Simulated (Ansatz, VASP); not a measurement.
**Two plane-wave programs on Co2O**

```
Co O
1.0
     4.40474    0.00000    0.00000
     0.00000    5.25874    0.00000
     0.00000    0.00000    2.66179
Co O
4 2
Direct
  0.21219 0.31819 0.00000
  0.78781 0.68181 0.00000
  0.71219 0.18181 0.50000
  0.28781 0.81819 0.50000
  0.00000 0.00000 0.00000
  0.50000 0.50000 0.50000
```

Alike in both runs: functional PBE; k mesh 4 × 4 × 6; occupations gaussian, width 0.1 eV; collinear spin.

Ansatz relaxed the structure, and its values are those at the end. VASP's run is a single point on that final structure, the one shown.

|  | VASP | Ansatz |
| --- | --- | --- |
| version | VASP 6.6.1 | Ansatz 0.2.0 |
| potentials or method | VASP PAW PBE potentials, release 64 (Co, O), cutoff 520 eV | scalar-relativistic, plane waves, PAW |
| valence electrons in the cell | 48 | 80 |

Ansatz gave:

| Property | Result |
| --- | --- |
| gap on the k mesh at the Fermi level (eV) | none |
| pressure (GPa) | 0.0 |
| rms of the force components (eV/Å) | 0.004 |
| net moment per atom (μB) | 1.35 |
| size of the moment on the site where the two differ most (μB) | 1.87 |

**Question.** What did VASP give for the same quantities?

**Answer.** gap on the k mesh at the Fermi level (eV): none; pressure (GPa): -0.1; rms of the force components (eV/Å): 0.004; net moment per atom (μB): 1.35; size of the moment on the site where the two differ most (μB): 1.95.

Site moments also hang on the region over which each program counts them. A gap of «none» marks a metal or a gap that the smearing closes. VASP's potentials hold 48 valence electrons a cell and Ansatz's 80, so a difference there can come from the potentials and not from the codes.

The k mesh is coarse, so the values compare programs but aren't converged.
